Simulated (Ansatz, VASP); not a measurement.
Given: the input of a run of Ansatz 0.2.0 on MoS2.

input.yaml

```yaml
crystal:
  lattice:
    - [3.2311530343, 0.0, 0.0]
    - [-1.6155765171, 2.7982606112, 0.0]
    - [0.0, 0.0, 12.5657084235]
  atoms:
    - { symbol: Mo, position: [0.6666666667, 0.3333333333, 0.75] }
    - { symbol: Mo, position: [0.3333333333, 0.6666666667, 0.25] }
    - { symbol: S, position: [0.6666666667, 0.3333333333, 0.377] }
    - { symbol: S, position: [0.3333333333, 0.6666666667, 0.877] }
    - { symbol: S, position: [0.6666666667, 0.3333333333, 0.123] }
    - { symbol: S, position: [0.3333333333, 0.6666666667, 0.623] }
hamiltonian:
  xc: pbe
  pseudopotentials: { kind: paw }
  dispersion: d3bj
kpoints:
  mp_grid: { grid: [10, 10, 3] }
scf:
  occupations: { method: fermi_dirac, width: 0.05 }
output:
  forces: true
  stress: true
  eigenvalues: true
```

Potentials or basis: Ansatz PAW.

Launch:

```console
$ ansatz run input.yaml --threads 2 --pin off --max-ram 5120MiB --backend cpu --events-out ev --progress --plain --runs-dir out
```

Q: Translate it to VASP 6.6.1. Potentials there: VASP PAW PBE potentials, release 64 (Mo_sv, S).

A: As run (the cutoff follows the program's own potentials):

The input INCAR:

```
SYSTEM = MoS2
PREC = Accurate ; ENCUT = 520
EDIFF = 1E-6 ; ISMEAR = -1
SIGMA = 0.05 ; LREAL = .FALSE.
LASPH = .TRUE. ; NELM = 60
ALGO = Normal ; ISIF = 2
LWAVE = .FALSE. ; LCHARG = .TRUE.
GGA = PE ; IVDW = 12
LELF = .TRUE. ; LVHAR = .TRUE.
NBANDS = 35
```

The input KPOINTS:

```
regular mesh
0
G
  10 10 3
  0 0 0
```

POSCAR

```
MoS2
1.0
    3.2311530343      0.0000000000      0.0000000000
   -1.6155765171      2.7982606112      0.0000000000
    0.0000000000      0.0000000000     12.5657084235
Mo S
2 4
Direct
    0.6666666667      0.3333333333      0.7500000000
    0.3333333333      0.6666666667      0.2500000000
    0.6666666667      0.3333333333      0.3770000000
    0.3333333333      0.6666666667      0.8770000000
    0.6666666667      0.3333333333      0.1230000000
    0.3333333333      0.6666666667      0.6230000000
```

Potentials or basis: VASP PAW PBE potentials, release 64 (Mo_sv, S).

Command:

```bash
$ cat potpaw_PBE.64/Mo_sv/POTCAR potpaw_PBE.64/S/POTCAR > POTCAR
$ mpirun -np 1 vasp_std > vasp.out
```

Both were run:

|  | VASP | Ansatz | Ansatz less VASP |
| --- | --- | --- | --- |
| gap on the k mesh at the Fermi level (eV) | 0.98 | 0.97 | -0.014 |
| least direct gap on the mesh (eV) | 1.73 | 1.73 | -0.003 |
| pressure (GPa) | -9.4 | -9.3 | +0.11 |
| traceless stress, the component that is largest in VASP (GPa) | -0.33 | -0.30 | +0.030 |
| rms of the force components (eV/Å) | 0.433 | 0.429 | -0.0041 |

Atom by atom the forces differ by 0.004 eV/Å (rms over components).

Noted on Ansatz's run: odd divisions of the mesh miss points on the zone boundary, where band edges often lie, so the gap on the mesh can be too wide.
